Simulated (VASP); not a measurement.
Wanted: the native input for a VASP 6.6.1 run.

```yaml
Task: single point
Functional: PBEsol
Potentials_or_basis: VASP PAW PBE potentials, release 64 (Ta_pv, N)
Cutoff: 520 eV
k_mesh: 14 × 14 × 4
Occupations: gaussian, width 0.15 eV
Spin: no spin polarisation
Dipole_correction: no
Further_INCAR_settings: ALGO = Fast; EDIFF = 1e-06; NBANDS = 42; ISYM = 0
```

The structure of TaN lies in POSCAR:

```
TaN
1.0
   -3.1222862254      0.0000000000      0.0000000000
   -1.5611431127     -2.7039791891      0.0000000000
   -1.5611431127     -0.9013263964     12.1049231048
Ta N
4 4
Direct
    0.0270684736      0.0270684736      0.9187945792
    0.1937351403      0.1937351403      0.4187945792
    0.6104018069      0.6104018069      0.1687945792
    0.4437351403      0.4437351403      0.6687945792
    0.3062648597      0.3062648597      0.0812054208
    0.1395981931      0.1395981931      0.5812054208
    0.5562648597      0.5562648597      0.3312054208
    0.3895981931      0.3895981931      0.8312054208
```

This cell differs from its parent crystal: the part above a cut slid along it.

The input as run:

INCAR

```
  ALGO = Fast
  EDIFF = 1E-6
  ENCUT = 520
  GGA = PS
  ISIF = 2
  ISMEAR = 0
  ISYM = 0
  LASPH = True
  LCHARG = False
  LREAL = False
  LWAVE = False
  NBANDS = 42
  NELM = 100
  PREC = Accurate
  SIGMA = 0.15
```

KPOINTS

```
k-points
0
Gamma
  14 14 4
```

Potentials or basis: VASP PAW PBE potentials, release 64 (Ta_pv, N).

Run with:

```console
$ cat potpaw_PBE.64/Ta_pv/POTCAR potpaw_PBE.64/N/POTCAR > POTCAR
$ mpirun -np 1 vasp_std > vasp.out
```

It gave:

| Quantity | Value |
| --- | --- |
| Pressure | -4.9 GPa |
| Largest force | 3.363 eV/Å |
| Band gap on the k mesh | zero (bands 32 and 33 overlap by 0.31 eV) |

Caveat: the cell differs from its parent crystal (the part above a cut slid along it); the cell stands under tension; the PAW data sets were made with another functional, which shifts forces and pressure a little; spin-orbit coupling is left out, which moves the levels of the heavy elements.

Wall time 46 min on 1 thread of Oxide Virtual Turin-like Processor (shared host), peak memory 1.1 GiB.
